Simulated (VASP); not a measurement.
## BaTe: vibrations by perturbation theory with LDA

Crystal: BaTe.

```
Ba Te
1.0
     0.00000    3.45591    3.45591
     3.45591    0.00000    3.45591
     3.45591    3.45591    0.00000
Ba Te
1 1
Cartesian
  0.0000 0.0000 0.0000
  3.4559 3.4559 3.4559
```

```yaml
Program: VASP 6.6.1
Task: vibrations by perturbation theory
Functional: LDA
Potentials_or_basis: VASP PAW LDA potentials, release 64 (Ba_sv, Te)
Cutoff: 520 eV
k_mesh: 6 × 6 × 6
Occupations: gaussian, width 0.01 eV
Spin: no spin polarisation
Dipole_correction: no
Further_INCAR_settings: ALGO = Normal; EDIFF = 1e-08; IBRION = 8; NSW = 1
```

```json
{
  "Highest phonon frequency at Γ, LO-TO splitting left out": "98 cm⁻¹"
}
```

Phonon frequencies in cm⁻¹ (negative: imaginary):
```
              q point     frequencies
(0.000, 0.000, 0.000)  0 0 0 98 98 98
```

Run time: 110 s on 1 thread of Intel(R) Xeon(R) 6975P-C (Granite Rapids), on a shared host, peak memory 0.27 GiB.
